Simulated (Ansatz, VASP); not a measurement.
TaC: VASP beside Ansatz

INCAR

```
ALGO = Normal
EDIFF = 1E-6
ENCUT = 600
GGA = PE
GGA_COMPAT = False
ISIF = 2
ISMEAR = 0
LASPH = True
LCHARG = False
LREAL = False
LWAVE = False
NBANDS = 14
NELM = 120
PREC = Accurate
SIGMA = 0.1
```

The input KPOINTS:

```
k-points
0
Gamma
  16 16 16
```

Contents of POSCAR:

```
TaC
1.0
    0.0000000000      2.2597565076      2.2597565076
    2.2597565076      0.0000000000      2.2597565076
    2.2597565076      2.2597565076      0.0000000000
Ta C
1 1
Direct
    0.0000000000      0.0000000000      0.0000000000
    0.5000000000      0.5000000000      0.5000000000
```

Input for Ansatz:

```yaml
crystal:
  lattice:
    - [0.0, 2.2597565076, 2.2597565076]
    - [2.2597565076, 0.0, 2.2597565076]
    - [2.2597565076, 2.2597565076, 0.0]
  atoms:
    - { symbol: Ta, position: [0.0, 0.0, 0.0] }
    - { symbol: C, position: [0.5, 0.5, 0.5] }
basis:
  ecutwfc: 420
kpoints:
  mp_grid: { grid: [16, 16, 16] }
hamiltonian:
  xc: pbe
scf:
  occupations: { method: gaussian, width: 0.1 }
output:
  forces: true
  stress: true
  eigenvalues: true
```

Alike in both runs: task single point; functional PBE; k mesh 16 × 16 × 16; occupations gaussian, width 0.1 eV; no spin polarisation.

```csv
,VASP,Ansatz
version,VASP 6.6.1,Ansatz 0.2.0
potentials or method,"VASP PAW PBE potentials, release 64 (Ta_pv, C), cutoff 600 eV","scalar-relativistic, plane waves, PAW"
valence electrons in the cell,15,17
```

Ansatz gave:

| Property | Result |
| --- | --- |
| gap on the k mesh at the Fermi level (eV) | none |
| pressure (GPa) | -9.0 |

**Question.** Which values does VASP return?

**Answer.** gap on the k mesh at the Fermi level (eV): none; pressure (GPa): -8.5.

A gap of «none» marks a metal or a gap that the smearing closes. The functional is the same, so the differences come from potentials, cutoffs and numerics. VASP's potentials hold 15 valence electrons a cell and Ansatz's 17, so a difference there can come from the potentials and not from the codes.

Spin-orbit coupling is off throughout.
